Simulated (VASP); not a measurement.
# Al (R-3m) in VASP: further runs

Runs on Al. Level: PBEsol. Tasks: electric field gradients.

Program: VASP 6.6.1. These are calculated values, not measurements. Logs are shortened: lines on timing, memory, paths and dates and some standing lists are left out, and cuts for length are marked.

## Step 1: The cell of the first run

Symmetry: R-3m, No. 166, trigonal system. The conventional cell has a = 2.905 Å, b = 2.905 Å, c = 6.801 Å, α = 90.00°, β = 90.00°, γ = 120.00°. Within 3.7 Å of Al (site symmetry -3m) lie 12 Al at 2.82 to 2.91 Å.

## Step 2: Electric field gradients, PBEsol (equal xy, yz and zx shear strains of -3 %)

The input, INCAR:

```
SYSTEM = Al
  ALGO = Normal
  EDIFF = 1E-8
  ENCUT = 520
  GGA = PS
  ISIF = 2
  ISMEAR = -1
  LASPH = .TRUE.
  LCHARG = .FALSE.
  LEFG = .TRUE.
  LREAL = .FALSE.
  LWAVE = .FALSE.
  NBANDS = 8
  NELM = 60
  PREC = Accurate
  SIGMA = 0.05
```

The input, KPOINTS:

```
k-points
0
G
  14 14 14
  0 0 0
```

The input, POSCAR:

```
Al
1.0
   -0.0607194000      1.9936203000      1.9936203000
    1.9936203000     -0.0607194000      1.9936203000
    1.9936203000      1.9936203000     -0.0607194000
Al
1
Direct
    0.0000000000      0.0000000000      0.0000000000
```

Potentials or basis: VASP PAW PBE potentials, release 64 (Al).

Launch:

```console
$ cat potpaw_PBE.64/Al/POTCAR > POTCAR
$ mpirun -np 1 vasp_std > vasp.out
```

OUTCAR:

```text
SYSTEM = Al
   EDIFF = 1E-8
   ENCUT = 520
   GGA = PS
   ISIF = 2
   ISMEAR = -1
   LASPH = .TRUE.
   LREAL = .FALSE.
   NELM = 60
   PREC = Accurate

 ion  position               nearest neighbor table
   1  0.000  0.000  0.000-

  LATTYP: Found a trigonal (rhomboedric) cell.
 ALAT       =     2.8200586247
 COS(alpha) =     0.4693254694

  Lattice vectors:

 A1 = (  -0.0607194000,   1.9936203000,   1.9936203000)
 A2 = (   1.9936203000,  -0.0607194000,   1.9936203000)
 A3 = (   1.9936203000,   1.9936203000,  -0.0607194000)

Analysis of symmetry for initial positions (statically):
=====================================================================
 Subroutine PRICEL returns:
 Original cell was already a primitive cell.

 Routine SETGRP: Setting up the symmetry group for a
 trigonal (rhombohedral) supercell.

 Subroutine GETGRP returns: Found 12 space group operations
 (whereof 12 operations were pure point group operations)
 out of a pool of 12 trial point group operations.

The static configuration has the point symmetry D_3d.

Analysis of symmetry for dynamics (positions and initial velocities):
=====================================================================
 Subroutine PRICEL returns:
 Original cell was already a primitive cell.

 Routine SETGRP: Setting up the symmetry group for a
 trigonal (rhombohedral) supercell.

 Subroutine GETGRP returns: Found 12 space group operations
 (whereof 12 operations were pure point group operations)
 out of a pool of 12 trial point group operations.

The dynamic configuration has the point symmetry D_3d.

 Subroutine INISYM returns: Found 12 space group operations
 (whereof 12 operations are pure point group operations),
 and found     1 'primitive' translations

----------------------------------------------------------------------------------------

                                     Primitive cell

  volume of cell :      16.5711

  direct lattice vectors                    reciprocal lattice vectors
    -0.060719400  1.993620300  1.993620300    -0.239623486  0.247150926  0.247150926
     1.993620300 -0.060719400  1.993620300     0.247150926 -0.239623486  0.247150926
     1.993620300  1.993620300 -0.060719400     0.247150926  0.247150926 -0.239623486

[... 112 lines left out ...]
 non-spin polarized calculation
  energy-cutoff  :      520.00
  volume of cell :       16.57
 maximum number of plane-waves:       465
 NGX is ok and might be reduce to    24
   NGX = 11   NGY = 11   NGZ = 11

 number of electron       3.0000000 magnetization

 Free energy of the ion-electron system (eV)
  ---------------------------------------------------
  ext. energy  EPLUGINS =         0.00000000
  ---------------------------------------------------
  free energy    TOTEN  =        -4.08417043 eV

  energy without entropy =       -4.08004043  energy(sigma->0) =       -4.08210543

 E-fermi :   7.8985     XC(G=0): -10.2404

 val. band max:        7.8961885279   @ k =  -0.3571   0.5000   0.2143
 cond. band min:       7.8994325020   @ k =  -0.4286   0.3571   0.0000
 fundamental gap:      0.0032439742
 Fermi energy:         7.8985214070

 k-point     1 :       0.0000    0.0000    0.0000
  band No.  band energies     occupation
      1      -3.1967      2.00000
      2      20.0013      0.00000
      3      20.0013      0.00000
      4      21.3959      0.00000
      5      21.4329      0.00000
      6      21.4329      0.00000
      7      22.4932      0.00000
      8      24.8844      0.00000
[... 243 lines left out ...]
 k-point    24 :       0.2857    0.1429   -0.0000
  band No.  band energies     occupation
      1      -1.1922      2.00000
      2      11.8236      0.00000
      3      16.6170      0.00000
      4      18.1456      0.00000
      5      18.4467      0.00000
      6      21.6220      0.00000
      7      26.0250      0.00000
      8      26.4194      0.00000

 [... further k-points ...]
[... 5 lines left out ...]
  --------------------------------------------------------------------------------------
  -------------------------------------------------------------------------------------
  Total       -0.1801164     -0.1801164     -0.1801164      0.0164348      0.0164348      0.0164348
  in kB      -17.4145161    -17.4145161    -17.4145161      1.5889930      1.5889930      1.5889930
  external PRESSURE =     -17.4145161 kB  Pullay stress =       0.0000000 kB

 VOLUME and BASIS-vectors are now :
 -----------------------------------------------------------------------------
  energy-cutoff  :      520.00
  volume of cell :       16.57
      direct lattice vectors                 reciprocal lattice vectors
    -0.060719400  1.993620300  1.993620300    -0.239623486  0.247150926  0.247150926
     1.993620300 -0.060719400  1.993620300     0.247150926 -0.239623486  0.247150926
     1.993620300  1.993620300 -0.060719400     0.247150926  0.247150926 -0.239623486

 POSITION                                       TOTAL-FORCE (eV/Angst)
 -----------------------------------------------------------------------------------
      0.00000      0.00000      0.00000         0.000000     -0.000000     -0.000000
 -----------------------------------------------------------------------------------
    total drift:                               -0.000000      0.000000     -0.000000

  FREE ENERGIE OF THE ION-ELECTRON SYSTEM (eV)
  ---------------------------------------------------
  free  energy   TOTEN  =        -4.0841704288 eV

  energy  without entropy=       -4.0800404302  energy(sigma->0) =       -4.08210543

 Electric field gradients (V/A^2)
---------------------------------------------------------------------
 ion       V_xx      V_yy      V_zz      V_xy      V_xz      V_yz
---------------------------------------------------------------------
   1       0.000     0.000    -0.000    -2.082    -2.082    -2.082
---------------------------------------------------------------------

 Electric field gradients after diagonalization (V/A^2)
 (convention: |V_zz| > |V_xx| > |V_yy|)
----------------------------------------------------------------------
 ion       V_xx      V_yy      V_zz     asymmetry (V_yy - V_xx)/ V_zz
----------------------------------------------------------------------
   1       2.082     2.082    -4.163       0.000
----------------------------------------------------------------------

           NMR quadrupolar parameters

 Cq : quadrupolar parameter    Cq=e*Q*V_zz/h
 eta: asymmetry parameters     (V_yy - V_xx)/ V_zz
 Q  : nuclear electric quadrupole moment in mb (millibarn)
----------------------------------------------------------------------
 ion       Cq(MHz)       eta       Q (mb)
----------------------------------------------------------------------
   1      -0.010       0.000       1.000
----------------------------------------------------------------------
```

stdout:

```text
POSCAR found type information on POSCAR Al
 POSCAR found :  1 types and       1 ions
 scaLAPACK will be used
 -----------------------------------------------------------------------------
|                                                                             |
|                                                                             |
|     You enforced a specific xc type in the INCAR file but a different       |
|     I HOPE YOU KNOW WHAT YOU ARE DOING!                                     |
|                                                                             |
 -----------------------------------------------------------------------------

 LDA part: xc-table for (Slater+PW92), standard interpolation
 POSCAR, INCAR and KPOINTS ok, starting setup
 FFT: planning ... GRIDC
 FFT: planning ... GRID_SOFT
 FFT: planning ... GRID
 WAVECAR not read
 entering main loop
ion   1
```

Run time: 18 s. Hardware: 1 thread of AMD EPYC 9R45 (Zen 5), shared host; peak memory 0.12 GiB.

What came out:

| Quantity | Value |
| --- | --- |
| Free energy | -4.0842 eV |
| Pressure | -1.7 GPa |

Stress tensor (GPa, compression positive):
```
-1.74  0.16  0.16
 0.16 -1.74  0.16
 0.16  0.16 -1.74
```

Electric field gradients, principal values (V/Å²):
| atom | least | middle | greatest (by size) |
| --- | --- | --- | --- |
| 1 Al | 2.082 | 2.082 | -4.163 |

Caveat: the cell differs from its parent crystal (equal xy, yz and zx shear strains of -3 %); without QUAD_EFG the Cq values of the log hold for a quadrupole moment of 1 mb, not for the nuclei; the PAW data sets were made with another functional, which shifts forces and pressure a little.

## Step 3: Electric field gradients, PBEsol (equal xy, yz and zx shear strains of -1 %)

The input, INCAR:

```
SYSTEM = Al
PREC = Accurate ; ENCUT = 520
EDIFF = 1E-8 ; ISMEAR = -1
SIGMA = 0.05 ; LREAL = .False.
LASPH = .True. ; NELM = 80
ALGO = Normal ; ISIF = 2
LWAVE = .False. ; LCHARG = .False.
GGA = PS ; LEFG = .True.
NBANDS = 8
```

The input, KPOINTS:

```
Automatic mesh
0
Gamma
  14 14 14
  0 0 0
```

The input, POSCAR:

```
Al
1.0
   -0.0202398000      2.0138601000      2.0138601000
    2.0138601000     -0.0202398000      2.0138601000
    2.0138601000      2.0138601000     -0.0202398000
Al
1
Direct
    0.0000000000      0.0000000000      0.0000000000
```

Potentials or basis: VASP PAW PBE potentials, release 64 (Al).

Launch:

```console
$ cat potpaw_PBE.64/Al/POTCAR > POTCAR
$ mpirun -np 1 vasp_std > vasp.out
```

OUTCAR:

```text
SYSTEM = Al
   PREC = Accurate
   ENCUT = 520
   EDIFF = 1E-8
   ISMEAR = -1
   LREAL = .False.
   LASPH = .True.
   NELM = 80
   ISIF = 2
   GGA = PS

 ion  position               nearest neighbor table
   1  0.000  0.000  0.000-

  LATTYP: Found a trigonal (rhomboedric) cell.
 ALAT       =     2.8481001833
 COS(alpha) =     0.4899250057

  Lattice vectors:

 A1 = (  -0.0202398000,   2.0138601000,   2.0138601000)
 A2 = (   2.0138601000,  -0.0202398000,   2.0138601000)
 A3 = (   2.0138601000,   2.0138601000,  -0.0202398000)

Analysis of symmetry for initial positions (statically):
=====================================================================
 Subroutine PRICEL returns:
 Original cell was already a primitive cell.

 Routine SETGRP: Setting up the symmetry group for a
 trigonal (rhombohedral) supercell.

 Subroutine GETGRP returns: Found 12 space group operations
 (whereof 12 operations were pure point group operations)
 out of a pool of 12 trial point group operations.

The static configuration has the point symmetry D_3d.

Analysis of symmetry for dynamics (positions and initial velocities):
=====================================================================
 Subroutine PRICEL returns:
 Original cell was already a primitive cell.

 Routine SETGRP: Setting up the symmetry group for a
 trigonal (rhombohedral) supercell.

 Subroutine GETGRP returns: Found 12 space group operations
 (whereof 12 operations were pure point group operations)
 out of a pool of 12 trial point group operations.

The dynamic configuration has the point symmetry D_3d.

 Subroutine INISYM returns: Found 12 space group operations
 (whereof 12 operations are pure point group operations),
 and found     1 'primitive' translations

----------------------------------------------------------------------------------------

                                     Primitive cell

  volume of cell :      16.5812

  direct lattice vectors                    reciprocal lattice vectors
    -0.020239800  2.013860100  2.013860100    -0.244567510  0.247050429  0.247050429
     2.013860100 -0.020239800  2.013860100     0.247050429 -0.244567510  0.247050429
     2.013860100  2.013860100 -0.020239800     0.247050429  0.247050429 -0.244567510

  length of vectors
     2.848100183  2.848100183  2.848100183     0.426475199  0.426475199  0.426475199

  position of ions in fractional coordinates (direct lattice)
     0.000000000  0.000000000  0.000000000

  ion indices of the primitive-cell ions
   primitive index   ion index
                 1           1

----------------------------------------------------------------------------------------

 KPOINTS: Automatic mesh

Automatic generation of k-mesh.
 Grid dimensions read from file:
 generate k-points for:   14   14   14

 Generating k-lattice:

[... 55 lines left out ...]
   ISPIN  =      1    spin polarized calculation?
   LNONCOLLINEAR =      F non collinear calculations
   LSORBIT =      F    spin-orbit coupling
   LASPH  =      T    aspherical Exc in radial PAW
   ENCUT  =  520.0 eV  38.22 Ry    6.18 a.u.   5.30  5.30  5.30*2*pi/ulx,y,z
   NELM   =     80;   NELMIN=  2; NELMDL= -5     # of ELM steps
   EDIFF  = 0.1E-07   stopping-criterion for ELM
   LREAL  =      F    real-space projection
   EDIFFG = 0.1E-06   stopping-criterion for IOM
   NSW    =      0    number of steps for IOM
   IBRION =     -1    ionic relax: 0-MD 1-quasi-New 2-CG
   NFREE  =      0    steps in history (QN), initial steepest desc. (CG)
   ISIF   =      2    stress and relaxation
   ISYM   =      2    0-nonsym 1-usesym 2-fastsym
   POTIM  = 0.5000    time-step for ionic-motion
   TEBEG  =    0.0;   TEEND  =   0.0 temperature during run
   PSTRESS=    0.0 pullay stress
   NELECT =       3.0000    total number of electrons
   NUPDOWN=      -1.0000    fix difference up-down
   EMIN   =  10.00;   EMAX   =-10.00  energy-range for DOS
[... 5 lines left out ...]
     AMIX     =   0.40;   BMIX     =  1.00
     AMIX_MAG =   1.60;   BMIX_MAG =  1.00
  volume/ion in A,a.u.               =      16.58       111.90
  Fermi-wavevector in a.u.,A,eV,Ry     =   0.925927  1.749748 11.664822  0.857340
  Thomas-Fermi vector in A             =   2.051834
   LORBIT       =      0    0 simple, 1 ext, 2 COOP (PROOUT), +10 PAW based schemes
   GGA     = PS    functional components
   LHFCALC =     F    Hartree Fock is set to
   AEXX    =    0.0000 exact exchange contribution
   IVDW    =     0    specifies the selected vdW correction
   LEPSILON=     F    determine dielectric tensor
   LRPA    =     F    only Hartree local field effects (RPA)
 non-spin polarized calculation
  energy-cutoff  :      520.00
  volume of cell :       16.58
 maximum number of plane-waves:       464
 NGX is ok and might be reduce to    24
   NGX = 11   NGY = 11   NGZ = 11

 number of electron       3.0000000 magnetization

 Free energy of the ion-electron system (eV)
  ---------------------------------------------------
  ext. energy  EPLUGINS =         0.00000000
  ---------------------------------------------------
  free energy    TOTEN  =        -4.08403850 eV

  energy without entropy =       -4.07950700  energy(sigma->0) =       -4.08177275

 E-fermi :   7.8685     XC(G=0): -10.2392

 val. band max:        7.8622713289   @ k =  -0.0714   0.3571   0.0714
 cond. band min:       7.8685703135   @ k =  -0.3571   0.4286   0.2143
 fundamental gap:      0.0062989846
 Fermi energy:         7.8684984456

 k-point     1 :       0.0000    0.0000    0.0000
  band No.  band energies     occupation
      1      -3.1977      2.00000
      2      20.3089      0.00000
      3      20.3089      0.00000
      4      20.7785      0.00000
      5      21.7503      0.00000
      6      21.7503      0.00000
      7      22.2185      0.00000
      8      24.3969      0.00000
[... 243 lines left out ...]
 k-point    24 :       0.2857    0.1429    0.0000
  band No.  band energies     occupation
      1      -1.1878      2.00000
      2      12.0482      0.00000
      3      16.4345      0.00000
      4      17.9126      0.00000
      5      18.2597      0.00000
      6      21.9230      0.00000
      7      26.0261      0.00000
      8      26.4875      0.00000

 [... further k-points ...]
[... 5 lines left out ...]
  --------------------------------------------------------------------------------------
  -------------------------------------------------------------------------------------
  Total       -0.2081823     -0.2081823     -0.2081823      0.0001563      0.0001563      0.0001563
  in kB      -20.1158476    -20.1158476    -20.1158476      0.0151075      0.0151075      0.0151075
  external PRESSURE =     -20.1158476 kB  Pullay stress =       0.0000000 kB

 VOLUME and BASIS-vectors are now :
 -----------------------------------------------------------------------------
  energy-cutoff  :      520.00
  volume of cell :       16.58
      direct lattice vectors                 reciprocal lattice vectors
    -0.020239800  2.013860100  2.013860100    -0.244567510  0.247050429  0.247050429
     2.013860100 -0.020239800  2.013860100     0.247050429 -0.244567510  0.247050429
     2.013860100  2.013860100 -0.020239800     0.247050429  0.247050429 -0.244567510

 POSITION                                       TOTAL-FORCE (eV/Angst)
 -----------------------------------------------------------------------------------
      0.00000      0.00000      0.00000         0.000000      0.000000     -0.000000
 -----------------------------------------------------------------------------------
    total drift:                                0.000000      0.000000      0.000000

  FREE ENERGIE OF THE ION-ELECTRON SYSTEM (eV)
  ---------------------------------------------------
  free  energy   TOTEN  =        -4.0840384999 eV

  energy  without entropy=       -4.0795070029  energy(sigma->0) =       -4.08177275

 Electric field gradients (V/A^2)
---------------------------------------------------------------------
 ion       V_xx      V_yy      V_zz      V_xy      V_xz      V_yz
---------------------------------------------------------------------
   1      -0.000    -0.000     0.000    -0.647    -0.647    -0.647
---------------------------------------------------------------------

 Electric field gradients after diagonalization (V/A^2)
 (convention: |V_zz| > |V_xx| > |V_yy|)
----------------------------------------------------------------------
 ion       V_xx      V_yy      V_zz     asymmetry (V_yy - V_xx)/ V_zz
----------------------------------------------------------------------
   1       0.647     0.647    -1.293       0.000
----------------------------------------------------------------------

           NMR quadrupolar parameters

 Cq : quadrupolar parameter    Cq=e*Q*V_zz/h
 eta: asymmetry parameters     (V_yy - V_xx)/ V_zz
 Q  : nuclear electric quadrupole moment in mb (millibarn)
----------------------------------------------------------------------
 ion       Cq(MHz)       eta       Q (mb)
----------------------------------------------------------------------
   1      -0.003       0.000       1.000
----------------------------------------------------------------------
```

Wall time 19 s (1 thread of AMD EPYC 9R45 (Zen 5), shared host); peak memory 0.12 GiB.

Results:

```
Free energy : -4.0840 eV
Pressure    : -2.0 GPa
```

Levels at points of the mesh, in eV from the Fermi level:
| k point | band 1 | band 2 | band 3 | band 4 | band 5 | band 6 |
| --- | --- | --- | --- | --- | --- | --- |
| (0.00, 0.00, 0.00) | -11.07 | 12.44 | 12.44 | 12.91 | 13.88 | 13.88 |
| (0.50, 0.00, 0.00) | -4.57 | -4.40 | 11.33 | 11.37 | 11.53 | 11.67 |
| (0.50, 0.50, 0.00) | -2.88 | -1.58 | 5.28 | 5.41 | 5.78 | 9.05 |
| (0.50, 0.50, 0.50) | -4.46 | -4.16 | 11.13 | 11.13 | 11.28 | 11.28 |

Electric field gradients, principal values (V/Å²):
| atom | least | middle | greatest (by size) |
| --- | --- | --- | --- |
| 1 Al | 0.647 | 0.647 | -1.293 |

Caveat: the cell differs from its parent crystal (equal xy, yz and zx shear strains of -1 %); without QUAD_EFG the Cq values of the log hold for a quadrupole moment of 1 mb, not for the nuclei; the PAW data sets were made with another functional, which shifts forces and pressure a little.

(Part 1 of 2 ends here.)
